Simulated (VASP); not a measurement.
Wanted: the native input for a VASP 6.6.1 run.

```yaml
Task: relaxation of cell and atoms
Functional: PBE
Potentials_or_basis: VASP PAW PBE potentials, release 64 (Sn_d, S)
Cutoff: 500 eV
k_mesh: 9 × 9 × 6
Occupations: gaussian, width 0.02 eV
Spin: no spin polarisation
Dipole_correction: no
Further_INCAR_settings: ALGO = Normal; EDIFF = 1e-07; IBRION = 2; EDIFFG = -0.005; NSW = 70; ISIF = 3
```

The structure of SnS2 lies in POSCAR:

```
SnS2
1.0
    3.6686266267      0.0000000000      0.0000000000
   -1.8343133133      3.1771238557      0.0000000000
    0.0000000000      0.0000000000      5.8096313574
Sn S
1 2
Direct
    0.0000000000      0.0000000000      0.0000000000
    0.3333333333      0.6666666667      0.2544694042
    0.6666666667      0.3333333333      0.7455305958
```

These files were run (other wordings do the same):

INCAR

```
PREC = Accurate ; ENCUT = 500
EDIFF = 1E-7 ; ISMEAR = 0
SIGMA = 0.02 ; LREAL = F
LASPH = T ; NELM = 120
ALGO = Normal ; ISIF = 3
LWAVE = F ; LCHARG = F
GGA = PE ; IBRION = 2
NSW = 70 ; EDIFFG = -0.005
GGA_COMPAT = F ; NELMIN = 4
```

KPOINTS

```
Automatic mesh
0
Gamma
  9 9 6
```

Potentials or basis: VASP PAW PBE potentials, release 64 (Sn_d, S).

Command:

```sh
$ cat potpaw_PBE.64/Sn_d/POTCAR potpaw_PBE.64/S/POTCAR > POTCAR
$ mpirun -np 1 vasp_std > vasp.out
```

It gave:

```
Relaxed volume                        : 26.80 Å³/atom
Relaxed cell                          : a = 3.700 Å, b = 3.700 Å, c = 6.780 Å, α = 90.00°, β = 90.00°, γ = 120.00°
Space group after relaxing (to 0.1 Å) : P-3m1 (No. 164)
Energy gained by relaxing             : 21.6 meV/atom
Ionic steps                           : 36
Pressure after relaxing               : 0.0 GPa
Largest force after relaxing          : 0.005 eV/Å
Band gap on the k mesh                : 1.58 eV (least direct gap 1.83 eV)
```

Caveat: the volume moved by over 15 % at a fixed basis, so the end points are rough; spin-orbit coupling is left out, which moves the levels of the heavy elements; this functional lacks dispersion, which binds layers or chains, so the pressure and a relaxed spacing across them are unreliable.

It took 31 min on 1 thread of Intel(R) Xeon(R) Platinum 8259CL CPU @ 2.50GHz (Skylake/Cascade Lake) (shared host), peak memory 0.22 GiB.
